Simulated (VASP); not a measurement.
Input of a VASP 6.6.1 run:

POSCAR

```
TiAl
1.0
    3.2035946567      0.0000000000      0.0000000000
    0.0000000000      3.2035946567      0.0000000000
    0.0000000000      0.0000000000      3.2035946567
Ti Al
1 1
Direct
    0.0000000000      0.0000000000      0.0000000000
    0.5000000000      0.5000000000      0.5000000000
```

Contents of INCAR.step1:

```
SYSTEM = TiAl
PREC = Accurate
ENCUT = 520
EDIFF = 1E-5
ISMEAR = -1
SIGMA = 0.05
LREAL = .FALSE.
LASPH = .TRUE.
NELM = 100
ALGO = Normal
ISIF = 2
LWAVE = .TRUE.
LCHARG = .FALSE.
GGA = PE
NBANDS = 14
```

The input INCAR.step2:

```
SYSTEM = TiAl
PREC = Accurate
ENCUT = 520
EDIFF = 1E-6
ISMEAR = -1
SIGMA = 0.05
LREAL = .FALSE.
LASPH = .TRUE.
NELM = 100
ALGO = Normal
ISIF = 2
LWAVE = .FALSE.
LCHARG = .FALSE.
GGA = PE
LHFCALC = .TRUE.
AEXX = 1.0
ALDAC = 0.0
AGGAC = 0.0
PRECFOCK = Normal
ISTART = 1
NBANDS = 14
```

Contents of KPOINTS:

```
Automatic mesh
0
G
  4 4 4
  0 0 0
```

Potentials or basis: VASP PAW PBE potentials, release 64 (Ti_sv, Al).

Command:

```console
$ cat potpaw_PBE.64/Ti_sv/POTCAR potpaw_PBE.64/Al/POTCAR > POTCAR
$ cp INCAR.step1 INCAR
$ mpirun -np 1 vasp_std > vasp.out
$ cp INCAR.step2 INCAR
$ mpirun -np 1 vasp_std > vasp.out
```

Predict the pressure.

2.5 GPa.

Estimate the band gap on the k mesh.

zero (an odd number of electrons rules out a gap without spin polarisation).

Caveat: the k points lie up to 0.49 Å⁻¹ apart, too coarse for converged energies and pressures of a metal; the PAW data sets were made with another functional, which shifts forces and pressure a little.
